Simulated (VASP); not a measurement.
# GaN (F-43m) in VASP: a series of runs

GaN is run at these levels: LDA; tasks: vibrations by perturbation theory.

All numbers are computed with VASP 6.6.1; they aren't measurements. Logs are shortened: lines on timing, memory, paths and dates and some standing lists are left out, and cuts for length are marked.

## (1) The cell of the first run

Symmetry: F-43m, No. 216, cubic system. Conventional cell: a = 4.455 Å, b = 4.455 Å, c = 4.455 Å, α = 90.00°, β = 90.00°, γ = 90.00°. Within 2.6 Å of Ga (site symmetry -43m) lie 4 N at 1.93 Å. Within 2.6 Å of N (site symmetry -43m) lie 4 Ga at 1.93 Å.

## (2) Vibrations by perturbation theory, LDA

Input file INCAR:

```
PREC = Accurate ; ENCUT = 520
EDIFF = 1E-8 ; ISMEAR = 0
SIGMA = 0.01 ; LREAL = F
LASPH = T ; NELM = 60
ALGO = Normal ; ISIF = 2
LWAVE = F ; LCHARG = T
GGA = CA ; NBANDS = 16
IBRION = 8 ; NSW = 1
```

Input file KPOINTS:

```
Automatic mesh
0
Gamma
  8 8 8
```

Input file POSCAR:

```
GaN
1.0
    0.0000000000      2.2277052366      2.2277052366
    2.2277052366      0.0000000000      2.2277052366
    2.2277052366      2.2277052366      0.0000000000
Ga N
1 1
Direct
    0.0000000000      0.0000000000      0.0000000000
    0.2500000000      0.2500000000      0.2500000000
```

Potentials or basis: VASP PAW LDA potentials, release 64 (Ga_d, N).

On the command line:

```
cat potpaw_LDA.64/Ga_d/POTCAR potpaw_LDA.64/N/POTCAR > POTCAR
mpirun -np 1 vasp_std > vasp.out
```

OUTCAR:

```text
PREC = Accurate
   ENCUT = 520
   EDIFF = 1E-8
   ISMEAR = 0
   LREAL = F
   LASPH = T
   NELM = 60
   ISIF = 2
   GGA = CA
   IBRION = 8
   NSW = 1

 ion  position               nearest neighbor table
   1  0.000  0.000  0.000-   2 1.93   2 1.93   2 1.93   2 1.93
   2  0.250  0.250  0.250-   1 1.93   1 1.93   1 1.93   1 1.93

  LATTYP: Found a face centered cubic cell.
 ALAT       =     4.4554104732

  Lattice vectors:

 A1 = (   0.0000000000,   2.2277052366,   2.2277052366)
 A2 = (   2.2277052366,   0.0000000000,   2.2277052366)
 A3 = (   2.2277052366,   2.2277052366,   0.0000000000)

Analysis of symmetry for initial positions (statically):
=====================================================================
 Subroutine PRICEL returns:
 Original cell was already a primitive cell.

 Routine SETGRP: Setting up the symmetry group for a
 face centered cubic supercell.

 Subroutine GETGRP returns: Found 24 space group operations
 (whereof 24 operations were pure point group operations)
 out of a pool of 48 trial point group operations.

The static configuration has the point symmetry T_d .

Analysis of symmetry for dynamics (positions and initial velocities):
=====================================================================
 Subroutine PRICEL returns:
 Original cell was already a primitive cell.

 Routine SETGRP: Setting up the symmetry group for a
 face centered cubic supercell.

 Subroutine GETGRP returns: Found 24 space group operations
 (whereof 24 operations were pure point group operations)
 out of a pool of 48 trial point group operations.

The dynamic configuration has the point symmetry T_d .

 Subroutine INISYM returns: Found 24 space group operations
 (whereof 24 operations are pure point group operations),
 and found     1 'primitive' translations

----------------------------------------------------------------------------------------

                                     Primitive cell

  volume of cell :      22.1107

  direct lattice vectors                    reciprocal lattice vectors
     0.000000000  2.227705237  2.227705237    -0.224446211  0.224446211  0.224446211
     2.227705237  0.000000000  2.227705237     0.224446211 -0.224446211  0.224446211
     2.227705237  2.227705237  0.000000000     0.224446211  0.224446211 -0.224446211

  length of vectors
     3.150450959  3.150450959  3.150450959     0.388752241  0.388752241  0.388752241

  position of ions in fractional coordinates (direct lattice)
     0.000000000  0.000000000  0.000000000
     0.250000000  0.250000000  0.250000000

  ion indices of the primitive-cell ions
   primitive index   ion index
                 1           1
                 2           2

----------------------------------------------------------------------------------------

 KPOINTS: Automatic mesh

Automatic generation of k-mesh.
 Grid dimensions read from file:
 generate k-points for:    8    8    8

 Generating k-lattice:

  Cartesian coordinates                     Fractional coordinates (reciprocal lattice)
    -0.028055776  0.028055776  0.028055776     0.125000000  0.000000000  0.000000000
     0.028055776 -0.028055776  0.028055776     0.000000000  0.125000000  0.000000000
     0.028055776  0.028055776 -0.028055776     0.000000000  0.000000000  0.125000000

  Length of vectors
     0.048594030  0.048594030  0.048594030

  Shift w.r.t. Gamma in fractional coordinates (k-lattice)
     0.000000000  0.000000000  0.000000000

 Subroutine IBZKPT returns following result:
 ===========================================
[... 67 lines left out ...]
     AMIX     =   0.40;   BMIX     =  1.00
     AMIX_MAG =   1.60;   BMIX_MAG =  1.00
  volume/ion in A,a.u.               =      11.06        74.61
  Fermi-wavevector in a.u.,A,eV,Ry     =   1.528614  2.888662 31.792216  2.336662
  Thomas-Fermi vector in A             =   2.636349
   LORBIT       =      0    0 simple, 1 ext, 2 COOP (PROOUT), +10 PAW based schemes
   GGA     = CA    functional components
   LHFCALC =     F    Hartree Fock is set to
   AEXX    =    0.0000 exact exchange contribution
   IVDW    =     0    specifies the selected vdW correction
   LEPSILON=     F    determine dielectric tensor
   LRPA    =     F    only Hartree local field effects (RPA)
 non-spin polarized calculation
 Gauss-broadening in eV      SIGMA  =   0.01
  energy-cutoff  :      520.00
  volume of cell :       22.11
 maximum number of plane-waves:       609
   NGX = 11   NGY = 11   NGZ = 11

--------------------------------------- Ionic step        1  -------------------------------------------

 number of electron      18.0000015 magnetization

 Free energy of the ion-electron system (eV)
  ---------------------------------------------------
  ext. energy  EPLUGINS =         0.00000000
  ---------------------------------------------------
  free energy    TOTEN  =       -13.94338718 eV

  energy without entropy =      -13.94338718  energy(sigma->0) =      -13.94338718

 E-fermi :   5.4941     XC(G=0): -12.3036

 val. band max:        5.4197516219   @ k =   0.0000   0.0000   0.0000
 cond. band min:       7.3914774294   @ k =   0.0000   0.0000   0.0000
 fundamental gap:      1.9717258076
 Fermi energy:         5.4940678129

 k-point     1 :       0.0000    0.0000    0.0000
  band No.  band energies     occupation
      1     -10.6881      2.00000
      2      -8.1711      2.00000
      3      -8.1711      2.00000
      4      -8.1711      2.00000
      5      -7.8169      2.00000
      6      -7.8169      2.00000
[... 433 lines left out ...]
      3      -7.9883      2.00000
      4      -7.8413      2.00000
      5      -7.7809      2.00000
      6      -6.0921      2.00000
[... 8 lines left out ...]
     15      24.3914      0.00000
     16      26.7400      0.00000

 [... further k-points ...]
[... 5 lines left out ...]
  --------------------------------------------------------------------------------------
  -------------------------------------------------------------------------------------
  Total        0.1516963      0.1516963      0.1516963      0.0000000     -0.0000000      0.0000000
  in kB       10.9921424     10.9921424     10.9921424      0.0000000     -0.0000000      0.0000000
  external PRESSURE =      10.9921424 kB  Pullay stress =       0.0000000 kB

 VOLUME and BASIS-vectors are now :
 -----------------------------------------------------------------------------
  energy-cutoff  :      520.00
  volume of cell :       22.11
      direct lattice vectors                 reciprocal lattice vectors
     0.000000000  2.227705237  2.227705237    -0.224446211  0.224446211  0.224446211
     2.227705237  0.000000000  2.227705237     0.224446211 -0.224446211  0.224446211
     2.227705237  2.227705237  0.000000000     0.224446211  0.224446211 -0.224446211

 POSITION                                       TOTAL-FORCE (eV/Angst)
 -----------------------------------------------------------------------------------
      0.00000      0.00000      0.00000         0.000000     -0.000000      0.000000
      1.11385      1.11385      1.11385        -0.000000      0.000000     -0.000000
 -----------------------------------------------------------------------------------
    total drift:                                0.000002      0.000002      0.000002

  FREE ENERGIE OF THE ION-ELECTRON SYSTEM (eV)
  ---------------------------------------------------
  free  energy   TOTEN  =       -13.9433871775 eV

  energy  without entropy=      -13.9433871775  energy(sigma->0) =      -13.94338718

[... ionic steps 2 to 3 ...]

--------------------------------------- Ionic step        4  -------------------------------------------

------------------------ aborting loop because EDIFF is reached ----------------------------------------

[... ionic steps 5 to 6 ...]

--------------------------------------- Ionic step        7  -------------------------------------------

 Free energy of the ion-electron system (eV)
  ---------------------------------------------------
  ---------------------------------------------------
  free energy    TOTEN  =        -0.22948401 eV

  energy without entropy =       -0.22948401

------------------------ aborting loop because EDIFF is reached ----------------------------------------

 INTERNAL STRAIN TENSOR  FOR ION    2  DIRECTION 1   (eV/Angst):
 -----------------------------------------------------------------------------
     0.00492  0.00000  0.00000
     0.00000 -0.00716 -9.42062
     0.00000 -9.42062 -0.00716

 INTERNAL STRAIN TENSOR FOR ION    2 for displacements in x,y,z  (eV/Angst):
          X           Y           Z          XY          YZ          ZX
  --------------------------------------------------------------------------------
  x    -0.00000    -0.00000    -0.00000     0.00000    -9.42062     0.00000
  y    -0.00000     0.00000    -0.00000     0.00000     0.00000    -9.42062
  z    -0.00000    -0.00000    -0.00000    -9.42062     0.00000     0.00000

 SECOND DERIVATIVES (NOT SYMMETRIZED)
 ------------------------------------
               1X          1Y          1Z          2X          2Y          2Z
  1X   -13.364669    0.000000    0.000000   13.364669    0.000000    0.000000
  1Y     0.000000  -13.364669    0.000000    0.000000   13.364669    0.000000
  1Z     0.000000    0.000000  -13.364669    0.000000    0.000000   13.364669
  2X    13.333070    0.000000    0.000000  -13.333070    0.000000    0.000000
  2Y     0.000000   13.333070    0.000000    0.000000  -13.333070    0.000000
  2Z     0.000000    0.000000   13.333070    0.000000    0.000000  -13.333070

 Eigenvectors and eigenvalues of the dynamical matrix
 ----------------------------------------------------

   1 f  =   16.720887 THz   105.060433 2PiTHz  557.748763 cm-1    69.152002 meV
             X         Y         Z           dx          dy          dz
      0.000000  0.000000  0.000000     0.000000    0.000000   -0.409339
      1.113853  1.113853  1.113853     0.000000    0.000000    0.912383
[... 21 lines left out ...]
   6 f/i=    0.007391 THz     0.046440 2PiTHz    0.246543 cm-1     0.030567 meV
             X         Y         Z           dx          dy          dz
      0.000000  0.000000  0.000000    -0.075865   -0.454824    0.787288
      1.113853  1.113853  1.113853    -0.034037   -0.204056    0.353215

--------------------------------------------------------------------------------------------------------

 ELASTIC MODULI CONTR FROM IONIC RELAXATION (kBar)
 Direction    XX          YY          ZZ          XY          YZ          ZX
 --------------------------------------------------------------------------------
 XX          -0.0000     -0.0000     -0.0000     -0.0000     -0.0000     -0.0000
 YY          -0.0000     -0.0000     -0.0000     -0.0000     -0.0000      0.0000
 ZZ          -0.0000     -0.0000     -0.0000     -0.0000     -0.0000     -0.0000
 XY          -0.0000     -0.0000     -0.0000   -447.9797      0.0000      0.0000
 YZ          -0.0000     -0.0000     -0.0000      0.0000   -447.9797      0.0000
 ZX          -0.0000      0.0000     -0.0000      0.0000      0.0000   -447.9797
 --------------------------------------------------------------------------------
```

It took 37 s on 1 thread of Intel Xeon 6975P-C (Granite Rapids), shared host; peak memory 0.19 GiB.

Results:

* Highest phonon frequency at Γ, LO-TO splitting left out: 558 cm⁻¹

Phonon frequencies in cm⁻¹ (negative: imaginary):
```
              q point        frequencies
(0.000, 0.000, 0.000)  0 0 0 558 558 558
```

Caveat: the cell wasn't relaxed at this level first, which shifts response properties.

## (3) Vibrations by perturbation theory, LDA (volume scaled by 0.985)

Input file INCAR:

```
PREC     = Accurate       # precision mode
ENCUT    = 520            # plane-wave cutoff, eV
EDIFF    = 1E-8           # SCF threshold, eV
ISMEAR   = 0              # smearing method
SIGMA    = 0.01           # smearing width, eV
LREAL    = False          # projectors in reciprocal space
LASPH    = True           # aspherical terms in the spheres
NELM     = 60             # most SCF steps
ALGO     = Normal         # electronic algorithm
ISIF     = 2              # what is computed and relaxed
LWAVE    = False          # write WAVECAR
LCHARG   = False          # write CHGCAR
GGA      = CA             # functional
NBANDS   = 16             # bands
IBRION   = 8              # ionic algorithm
NSW      = 1              # ionic steps
```

Input file KPOINTS:

```
regular mesh
0
Gamma
  8 8 8
```

Input file POSCAR:

```
GaN
1.0
    0.0000000000      2.2165105490      2.2165105490
    2.2165105490      0.0000000000      2.2165105490
    2.2165105490      2.2165105490      0.0000000000
Ga N
1 1
Direct
    0.0000000000      0.0000000000      0.0000000000
    0.2500000000      0.2500000000      0.2500000000
```

Potentials or basis: VASP PAW LDA potentials, release 64 (Ga_d, N).

On the command line:

```
cat potpaw_LDA.64/Ga_d/POTCAR potpaw_LDA.64/N/POTCAR > POTCAR
mpirun -np 1 vasp_std > vasp.out
```

OUTCAR:

```text
PREC = Accurate
   ENCUT = 520
   EDIFF = 1E-8
   ISMEAR = 0
   LREAL = False
   LASPH = True
   NELM = 60
   ISIF = 2
   GGA = CA
   IBRION = 8
   NSW = 1

 ion  position               nearest neighbor table
   1  0.000  0.000  0.000-   2 1.92   2 1.92   2 1.92   2 1.92
   2  0.250  0.250  0.250-   1 1.92   1 1.92   1 1.92   1 1.92

  LATTYP: Found a face centered cubic cell.
 ALAT       =     4.4330210980

  Lattice vectors:

 A1 = (   0.0000000000,   2.2165105490,   2.2165105490)
 A2 = (   2.2165105490,   0.0000000000,   2.2165105490)
 A3 = (   2.2165105490,   2.2165105490,   0.0000000000)

Analysis of symmetry for initial positions (statically):
=====================================================================
 Subroutine PRICEL returns:
 Original cell was already a primitive cell.

 Routine SETGRP: Setting up the symmetry group for a
 face centered cubic supercell.
[... 684 lines left out ...]

 INTERNAL STRAIN TENSOR  FOR ION    2  DIRECTION 1   (eV/Angst):
 -----------------------------------------------------------------------------
     0.00578  0.00000  0.00000
     0.00000 -0.00747-10.32934
     0.00000-10.32934 -0.00747

 INTERNAL STRAIN TENSOR FOR ION    2 for displacements in x,y,z  (eV/Angst):
          X           Y           Z          XY          YZ          ZX
  --------------------------------------------------------------------------------
  x     0.00000    -0.00000    -0.00000     0.00000   -10.32934     0.00000
  y    -0.00000    -0.00000    -0.00000     0.00000     0.00000   -10.32934
  z    -0.00000    -0.00000     0.00000   -10.32934     0.00000     0.00000

 SECOND DERIVATIVES (NOT SYMMETRIZED)
 ------------------------------------
               1X          1Y          1Z          2X          2Y          2Z
  1X   -13.955235    0.000000    0.000000   13.955235    0.000000    0.000000
  1Y     0.000000  -13.955235    0.000000    0.000000   13.955235    0.000000
  1Z     0.000000    0.000000  -13.955235    0.000000    0.000000   13.955235
  2X    13.948308    0.000000    0.000000  -13.948308    0.000000    0.000000
  2Y     0.000000   13.948308    0.000000    0.000000  -13.948308    0.000000
  2Z     0.000000    0.000000   13.948308    0.000000    0.000000  -13.948308

 Eigenvectors and eigenvalues of the dynamical matrix
 ----------------------------------------------------

   1 f  =   17.099639 THz   107.440203 2PiTHz  570.382577 cm-1    70.718395 meV
             X         Y         Z           dx          dy          dz
      0.000000  0.000000  0.000000     0.000000    0.000000   -0.409020
      1.108255  1.108255  1.108255     0.000000    0.000000    0.912526
[... 21 lines left out ...]
   6 f/i=    0.001584 THz     0.009955 2PiTHz    0.052851 cm-1     0.006553 meV
             X         Y         Z           dx          dy          dz
      0.000000  0.000000  0.000000    -0.050253    0.892188    0.184873
      1.108255  1.108255  1.108255    -0.022525    0.399904    0.082865

--------------------------------------------------------------------------------------------------------

 ELASTIC MODULI CONTR FROM IONIC RELAXATION (kBar)
 Direction    XX          YY          ZZ          XY          YZ          ZX
 --------------------------------------------------------------------------------
 XX          -0.0000     -0.0000     -0.0000     -0.0000      0.0000     -0.0000
 YY          -0.0000     -0.0000     -0.0000     -0.0000     -0.0000     -0.0000
 ZZ          -0.0000     -0.0000     -0.0000      0.0000     -0.0000     -0.0000
 XY          -0.0000     -0.0000      0.0000   -525.6848      0.0000      0.0000
 YZ           0.0000     -0.0000     -0.0000      0.0000   -525.6848      0.0000
 ZX          -0.0000     -0.0000     -0.0000      0.0000      0.0000   -525.6848
 --------------------------------------------------------------------------------
```

OSZICAR:

```text
N       E                     dE             d eps       ncg     rms          rms(c)
DAV:   1     0.785023561757E+02    0.78502E+02   -0.95819E+03  1064   0.205E+03
DAV:   2    -0.105737775622E+02   -0.89076E+02   -0.81526E+02  1040   0.326E+02
[... 39 lines left out ...]
RMM:   5    -0.229918809222E+00   -0.87852E-04   -0.10222E-05  6075   0.280E-02    0.313E-03
RMM:   6    -0.229865375797E+00    0.53433E-04   -0.56533E-07  5981   0.703E-03    0.128E-03
RMM:   7    -0.229857276451E+00    0.80993E-05   -0.74078E-08  6172   0.170E-03    0.979E-05
RMM:   8    -0.229857073058E+00    0.20339E-06   -0.14498E-08  6120   0.416E-04    0.245E-05
RMM:   9    -0.229856785120E+00    0.28794E-06   -0.48098E-09  6151   0.122E-04    0.104E-05
RMM:  10    -0.229856908569E+00   -0.12345E-06   -0.32337E-09  6127   0.444E-05    0.150E-06
RMM:  11    -0.229856906053E+00    0.25162E-08   -0.25384E-09  6133   0.167E-05    0.307E-07
 Linear response finished
```

stdout:

```text
POSCAR found type information on POSCAR GaN
 POSCAR found :  2 types and       2 ions
 scaLAPACK will be used
 LDA part: xc-table for (Slater(with rela. corr.)+CA(PZ))
 , standard interpolation
 POSCAR, INCAR and KPOINTS ok, starting setup
 FFT: planning ... GRIDC
 FFT: planning ... GRID_SOFT
 FFT: planning ... GRID
 WAVECAR not read
 entering main loop
 Linear response reoptimize wavefunctions to high precision
 Linear response DOF=           2
 Linear response progress:
 first order change of Fermi-energy  -0.24761E-04
 force on displaced ion       1 direction 1 : -13.955  -0.000  -0.000
 Linear response progress:
 first order change of Fermi-energy   0.35028E-03
 force on displaced ion       2 direction 1 : -13.948   0.000   0.000
 Linear response finished
```

Wall time 32 s (1 thread of Intel Xeon 6975P-C (Granite Rapids), shared host); peak memory 0.19 GiB.

Results:

| Item | Value |
| --- | --- |
| Highest phonon frequency at Γ, LO-TO splitting left out | 570 cm⁻¹ |

Phonon frequencies in cm⁻¹ (negative: imaginary):
```tsv
q point	frequencies
(0.000, 0.000, 0.000)	0 0 0 570 570 570
```

Caveat: the cell wasn't relaxed at this level first, which shifts response properties.
